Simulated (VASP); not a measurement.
Wanted: the native input for a VASP 6.6.1 run.

| Quantity | Value |
| --- | --- |
| Task | single point |
| Functional | r2SCAN |
| Potentials or basis | VASP PAW PBE potentials, release 64 (Si, Sn_d) |
| Cutoff | 520 eV |
| k mesh | 8 × 8 × 8 |
| Occupations | gaussian, width 0.1 eV |
| Spin | no spin polarisation |
| Dipole correction | no |
| Further INCAR settings | ALGO = Normal; EDIFF = 1e-07; NBANDS = 31 |

The system is Si2Sn.

```
Si Sn
1.0
     0.00000    3.81323    3.81323
     3.81323    0.00000    3.81323
     3.81323    3.81323    0.00000
Si Sn
4 2
Direct
  0.62500 0.62500 0.62500
  0.12500 0.62500 0.62500
  0.62500 0.62500 0.12500
  0.62500 0.12500 0.62500
  0.00000 0.00000 0.00000
  0.25000 0.25000 0.25000
```

One way to write it, as run:

POSCAR

```
Si2Sn
1.0
    0.0000000000      3.8132301472      3.8132301472
    3.8132301472      0.0000000000      3.8132301472
    3.8132301472      3.8132301472      0.0000000000
Si Sn
4 2
Direct
    0.6250000000      0.6250000000      0.6250000000
    0.1250000000      0.6250000000      0.6250000000
    0.6250000000      0.6250000000      0.1250000000
    0.6250000000      0.1250000000      0.6250000000
    0.0000000000      0.0000000000      0.0000000000
    0.2500000000      0.2500000000      0.2500000000
```

INCAR.step1

```
  ALGO = Normal
  EDIFF = 1E-4
  ENCUT = 520
  GGA = PE
  ISMEAR = 0
  LASPH = T
  LCHARG = F
  LREAL = F
  LWAVE = T
  NBANDS = 31
  NELM = 60
  PREC = Accurate
  SIGMA = 0.1
```

INCAR.step2

```
  ALGO = Normal
  EDIFF = 1E-7
  ENCUT = 520
  ISIF = 2
  ISMEAR = 0
  ISTART = 1
  LASPH = T
  LCHARG = F
  LMIXTAU = T
  LREAL = F
  LWAVE = F
  METAGGA = R2SCAN
  NBANDS = 31
  NELM = 60
  PREC = Accurate
  SIGMA = 0.1
```

KPOINTS

```
k-points
0
Gamma
  8 8 8
```

Potentials or basis: VASP PAW PBE potentials, release 64 (Si, Sn_d).

Command:

```console
$ cat potpaw_PBE.64/Si/POTCAR potpaw_PBE.64/Sn_d/POTCAR > POTCAR
$ cp INCAR.step1 INCAR
$ mpirun -np 1 vasp_std > vasp.out
$ cp INCAR.step2 INCAR
$ mpirun -np 1 vasp_std > vasp.out
```

Results of the run:

```json
{
  "Pressure": "0.0 GPa",
  "Band gap on the k mesh": "zero (bands 22 and 23 overlap by 2.66 eV)"
}
```

Caveat: the PAW data sets were made with another functional, which shifts forces and pressure a little; spin-orbit coupling is left out, which moves the levels of the heavy elements.

Wall time 10 min on 1 thread of Intel Xeon 8259CL, on a shared host, peak memory 0.3 GiB.
